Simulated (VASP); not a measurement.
Wanted: the native input for a VASP 6.6.1 run.

```yaml
Task: relaxation of cell and atoms
Functional: PBE
Potentials_or_basis: VASP PAW PBE potentials, release 64 (Cd, S, O)
Cutoff: 600 eV
k_mesh: 6 × 6 × 6
Occupations: gaussian, width 0.1 eV
Spin: no spin polarisation
Dipole_correction: no
Further_INCAR_settings: ALGO = Normal; EDIFF = 1e-06; IBRION = 2; EDIFFG = -0.04; NSW = 90; ISIF = 3
```

The structure of CdS2O2 lies in POSCAR:

```
CdS2O2
1.0
   -2.1255707100      2.1255707100      5.0142567400
    2.1255707100     -2.1255707100      5.0142567400
    2.1255707100      2.1255707100     -5.0142567400
Cd S O
1 2 2
Direct
    0.0000000000      0.0000000000      0.0000000000
    0.2500000000      0.7500000000      0.5000000000
    0.7500000000      0.2500000000      0.5000000000
    0.6412651500      0.6412651500      0.0000000000
    0.3587348500      0.3587348500      0.0000000000
```

The cell was generated, and may not be a known phase.

The input as run:

INCAR

```
SYSTEM = CdS2O2
PREC     = Accurate       ! precision mode
ENCUT    = 600            ! plane-wave cutoff, eV
EDIFF    = 1E-6           ! SCF threshold, eV
ISMEAR   = 0              ! smearing method
SIGMA    = 0.1            ! smearing width, eV
LREAL    = .False.        ! projectors in reciprocal space
LASPH    = .True.         ! aspherical terms in the spheres
NELM     = 80             ! most SCF steps
ALGO     = Normal         ! electronic algorithm
ISIF     = 3              ! what is computed and relaxed
LWAVE    = .False.        ! write WAVECAR
LCHARG   = .False.        ! write CHGCAR
GGA      = PE             ! functional
IBRION   = 2              ! ionic algorithm
NSW      = 90             ! ionic steps
EDIFFG   = -0.04          ! ionic threshold
```

KPOINTS

```
regular mesh
0
Gamma
  6 6 6
  0 0 0
```

Potentials or basis: VASP PAW PBE potentials, release 64 (Cd, S, O).

Launch:

```bash
$ cat potpaw_PBE.64/Cd/POTCAR potpaw_PBE.64/S/POTCAR potpaw_PBE.64/O/POTCAR > POTCAR
$ mpirun -np 1 vasp_std > vasp.out
```

It gave:

The relaxed volume is 17.87 Å³/atom, the relaxed cell is a = 5.416 Å, b = 5.416 Å, c = 5.416 Å, α = 130.67°, β = 130.67°, γ = 72.34° and the space group after relaxing (to 0.1 Å) is I4/mmm (No. 139). The energy gained by relaxing is 637.4 meV/atom. The ionic steps are 20 and the pressure after relaxing is 0.0 GPa. The largest force after relaxing is 0.003 eV/Å and the band gap on the k mesh is zero (bands 18 and 19 overlap by 4.50 eV).

It took 20 min on 1 thread of Intel(R) Xeon(R) Platinum 8375C CPU @ 2.90GHz (Ice Lake), with other jobs on the host, peak memory 0.39 GiB.
